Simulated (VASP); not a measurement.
# TiB2 (P6/mmm) in VASP: a series of runs, part 2 of 3

VASP 6.6.1.

## (6) Relaxation of cell and atoms, PBE, target pressure 30 GPa, at which the enthalpy is minimised

File INCAR:

```
PREC = Accurate ; ENCUT = 500
EDIFF = 1E-7 ; ISMEAR = -1
SIGMA = 0.15 ; LREAL = False
LASPH = True ; NELM = 120
ALGO = Normal ; ISIF = 3
LWAVE = False ; LCHARG = False
GGA = PE ; IBRION = 2
NSW = 80 ; EDIFFG = -0.02
PSTRESS = 300.0 ; GGA_COMPAT = False
NELMIN = 4
```

File KPOINTS:

```
regular mesh
0
Gamma
  13 13 10
```

File POSCAR:

```
TiB2
1.0
    3.0292000000      0.0000000000      0.0000000000
   -1.5146000000      2.6233640000      0.0000000000
    0.0000000000      0.0000000000      3.2284000000
Ti B
1 2
Direct
    0.0000000000      0.0000000000      0.0000000000
    0.3333333333      0.6666666667      0.5000000000
    0.6666666667      0.3333333333      0.5000000000
```

Potentials or basis: VASP PAW PBE potentials, release 64 (Ti_sv, B).

The run is started by

```sh
$ cat potpaw_PBE.64/Ti_sv/POTCAR potpaw_PBE.64/B/POTCAR > POTCAR
$ mpirun -np 1 vasp_std > vasp.out
```

OUTCAR:

```text
PREC = Accurate
   ENCUT = 500
   EDIFF = 1E-7
   ISMEAR = -1
   LREAL = False
   LASPH = True
   NELM = 120
   ISIF = 3
   GGA = PE
   IBRION = 2
   NSW = 80
   EDIFFG = -0.02
   PSTRESS = 300.0
   NELMIN = 4

 ion  position               nearest neighbor table
   1  0.000  0.000  0.000-   2 2.38   2 2.38   3 2.38   3 2.38   2 2.38   3 2.38   2 2.38   3 2.38
                             3 2.38   3 2.38   2 2.38   2 2.38
   2  0.333  0.667  0.500-   3 1.75   3 1.75   3 1.75   1 2.38   1 2.38   1 2.38   1 2.38   1 2.38
                             1 2.38
   3  0.667  0.333  0.500-   2 1.75   2 1.75   2 1.75   1 2.38   1 2.38   1 2.38   1 2.38   1 2.38
                             1 2.38

  LATTYP: Found a hexagonal cell.
 ALAT       =     3.0292000000
 C/A-ratio  =     1.0657599366

  Lattice vectors:

 A1 = (   3.0292000000,   0.0000000000,   0.0000000000)
 A2 = (  -1.5146000000,   2.6233640000,   0.0000000000)
 A3 = (   0.0000000000,   0.0000000000,   3.2284000000)

Analysis of symmetry for initial positions (statically):
=====================================================================
 Subroutine PRICEL returns:
 Original cell was already a primitive cell.

 Routine SETGRP: Setting up the symmetry group for a
 hexagonal supercell.

 Subroutine GETGRP returns: Found 24 space group operations
 (whereof 24 operations were pure point group operations)
 out of a pool of 24 trial point group operations.

The static configuration has the point symmetry D_6h.

Analysis of symmetry for dynamics (positions and initial velocities):
=====================================================================
 Subroutine PRICEL returns:
 Original cell was already a primitive cell.

 Routine SETGRP: Setting up the symmetry group for a
 hexagonal supercell.

 Subroutine GETGRP returns: Found 24 space group operations
 (whereof 24 operations were pure point group operations)
 out of a pool of 24 trial point group operations.

The dynamic configuration has the point symmetry D_6h.

 Subroutine INISYM returns: Found 24 space group operations
 (whereof 24 operations are pure point group operations),
 and found     1 'primitive' translations

----------------------------------------------------------------------------------------

[... 108 lines left out ...]
   EFERMI =   0.00;   METHOD = LEGACY
   ISMEAR =    -1;   SIGMA  =   0.15  broadening in eV -4-tet -1-fermi 0-gaus
   EFERMI_NEDOS =   21; number of points for ismear=-14 and -15
   IALGO  =     38    algorithm
   IMIX   =      4    mixing-type and parameters
     AMIX     =   0.40;   BMIX     =  1.00
     AMIX_MAG =   1.60;   BMIX_MAG =  1.00
  volume/ion in A,a.u.               =       8.55        57.71
  Fermi-wavevector in a.u.,A,eV,Ry     =   1.454703  2.748990 28.792123  2.116161
  Thomas-Fermi vector in A             =   2.571823
   LORBIT       =      0    0 simple, 1 ext, 2 COOP (PROOUT), +10 PAW based schemes
   GGA     = PE    functional components
   LHFCALC =     F    Hartree Fock is set to
   AEXX    =    0.0000 exact exchange contribution
   IVDW    =     0    specifies the selected vdW correction
   LEPSILON=     F    determine dielectric tensor
   LRPA    =     F    only Hartree local field effects (RPA)
 conjugate gradient relaxation of ions
 non-spin polarized calculation
  energy-cutoff  :      500.00
  volume of cell :       25.66
 maximum number of plane-waves:       672
 NGX is ok and might be reduce to    24
   NGX = 11   NGY = 11   NGZ = 11

--------------------------------------- Ionic step        1  -------------------------------------------

 number of electron      18.0000002 magnetization

 Free energy of the ion-electron system (eV)
  ---------------------------------------------------
  ext. energy  EPLUGINS =         0.00000000
  ---------------------------------------------------
  free energy    TOTEN  =       -24.44336335 eV

  energy without entropy =      -24.41288093  energy(sigma->0) =      -24.42812214

 E-fermi :   9.9937     XC(G=0): -12.7684

 val. band max:        9.9683988766   @ k =   0.2308   0.2308   0.0000
 cond. band min:      10.0496730105   @ k =   0.0769   0.0000   0.4000
 fundamental gap:      0.0812741340
 Fermi energy:         9.9937361175

 k-point     1 :       0.0000    0.0000    0.0000
  band No.  band energies     occupation
      1     -46.9551      2.00000
      2     -23.3066      2.00000
      3     -22.9923      2.00000
      4     -22.9923      2.00000
      5      -3.5083      2.00000
      6       7.3988      2.00000
      7       7.3988      2.00000
      8       7.6708      2.00000
      9       7.8866      2.00000
     10      11.8909      0.00001
     11      11.8909      0.00001
     12      13.6514      0.00000
     13      13.6514      0.00000
[... 679 lines left out ...]
--------------------------------------- Ionic step        9  -------------------------------------------

 number of electron      18.0000002 magnetization

 Free energy of the ion-electron system (eV)
  ---------------------------------------------------
  ext. energy  EPLUGINS =         0.00000000
  ---------------------------------------------------
  free energy    TOTEN  =       -24.23386939 eV

  energy without entropy =      -24.20737029  energy(sigma->0) =      -24.22061984

 E-fermi :  11.1042     XC(G=0): -13.2485

 val. band max:       11.0234649289   @ k =   0.2308   0.2308   0.0000
 cond. band min:      11.1135546649   @ k =   0.0769   0.0000   0.4000
 fundamental gap:      0.0900897359
 Fermi energy:        11.1042400515

 k-point     1 :       0.0000    0.0000    0.0000
  band No.  band energies     occupation
      1     -45.5894      2.00000
      2     -21.9507      2.00000
      3     -21.5904      2.00000
      4     -21.5904      2.00000
      5      -2.9157      2.00000
      6       8.1785      2.00000
      7       8.1785      2.00000
      8       8.7787      2.00000
      9       8.9353      2.00000
     10      13.3018      0.00000
     11      13.3018      0.00000
     12      15.3390      0.00000
     13      15.3390      0.00000
[... 402 lines left out ...]
  energy  without entropy=      -24.2073702869  energy(sigma->0) =      -24.22061984

  enthalpy is  TOTEN    =       -19.8765157354 eV   P V=        4.3573536565

 reached required accuracy - stopping structural energy minimisation
```

OSZICAR:

```text
N       E                     dE             d eps       ncg     rms          rms(c)
DAV:   1     0.124268751953E+03    0.12427E+03   -0.90191E+03  3276   0.153E+03
DAV:   2    -0.200205082609E+02   -0.14429E+03   -0.14008E+03  3361   0.386E+02
DAV:   3    -0.292924930042E+02   -0.92720E+01   -0.91623E+01  4751   0.935E+01
[... 92 lines left out ...]
DAV:   4    -0.242338488441E+02   -0.13095E-04   -0.13713E-04  4227   0.829E-02    0.155E-02
DAV:   5    -0.242338668164E+02   -0.17972E-04   -0.23181E-05  4645   0.334E-02    0.399E-03
DAV:   6    -0.242338688891E+02   -0.20728E-05   -0.59861E-06  4671   0.135E-02    0.308E-03
DAV:   7    -0.242338695779E+02   -0.68879E-06   -0.12965E-06  4056   0.116E-02    0.389E-03
DAV:   8    -0.242338693262E+02    0.25174E-06   -0.30814E-07  2986   0.719E-03    0.332E-04
DAV:   9    -0.242338693919E+02   -0.65718E-07   -0.20184E-08  1673   0.139E-03
   9 F= -.19876516E+02 E0= -.19863266E+02  d E =-.857659E-04
```

Run time: 2.4 min. Hardware: 1 thread of Intel Xeon 6975P-C, shared host; peak memory 0.18 GiB.

What came out:

| Quantity | Value |
| --- | --- |
| Free energy | -24.2339 eV |
| Relaxed volume | 7.76 Å³/atom |
| Relaxed cell | a = 2.947 Å, b = 2.947 Å, c = 3.094 Å, α = 90.00°, β = 90.00°, γ = 120.00° |
| Space group after relaxing (to 0.05 Å) | P6/mmm (No. 191) |
| Energy change on relaxing (the enthalpy is what falls) | +69.8 meV/atom |
| Ionic steps | 9 |
| Pressure after relaxing | 30.0 GPa |
| Band gap on the k mesh | zero (band 9 reaches 11.42 eV, above the bottom of band 10 at 10.81 eV) |

Step by step:
| step | energy change (eV) | largest force (eV/Å) | pressure (GPa) | volume (Å³) |
| --- | --- | --- | --- | --- |
| 1 | 0.0000 | 0.0000 | 0.53 | 25.66 |
| 2 | 1.3397 | 0.0000 | 95.39 | 20.25 |
| 3 | 0.1923 | 0.0000 | 28.75 | 23.39 |
| 4 | 0.2058 | 0.0000 | 29.88 | 23.31 |
| 5 | 0.2144 | 0.0000 | 30.59 | 23.27 |
| 6 | 0.2174 | 0.0000 | 30.65 | 23.23 |
| 7 | 0.2173 | 0.0000 | 30.67 | 23.23 |
| 8 | 0.1994 | 0.0000 | 29.17 | 23.33 |
| 9 | 0.2095 | 0.0000 | 30.01 | 23.27 |

Final structure:
```
CELL_PARAMETERS angstrom
2.94699 0.00000 0.00000
-1.47350 2.55217 0.00000
0.00000 0.00000 3.09403
ATOMIC_POSITIONS crystal
Ti 0.00000 0.00000 0.00000
B 0.33333 0.66667 0.50000
B 0.66667 0.33333 0.50000
```

Levels at points of the mesh, in eV from the Fermi level:
| k point | band 5 | band 6 | band 7 | band 8 | band 9 | band 10 | band 11 | band 12 | band 13 |
| --- | --- | --- | --- | --- | --- | --- | --- | --- | --- |
| (0.00, 0.00, 0.00) | -14.02 | -2.93 | -2.93 | -2.33 | -2.17 | 2.20 | 2.20 | 4.23 | 4.23 |
| (0.00, 0.00, 0.50) | -11.73 | -8.00 | -0.61 | -0.61 | -0.30 | -0.30 | 0.49 | 0.49 | 2.09 |

Caveat: the cell is relaxed towards a set pressure, so the enthalpy falls and the energy may rise.

(Part 2 of 3 ends here.)
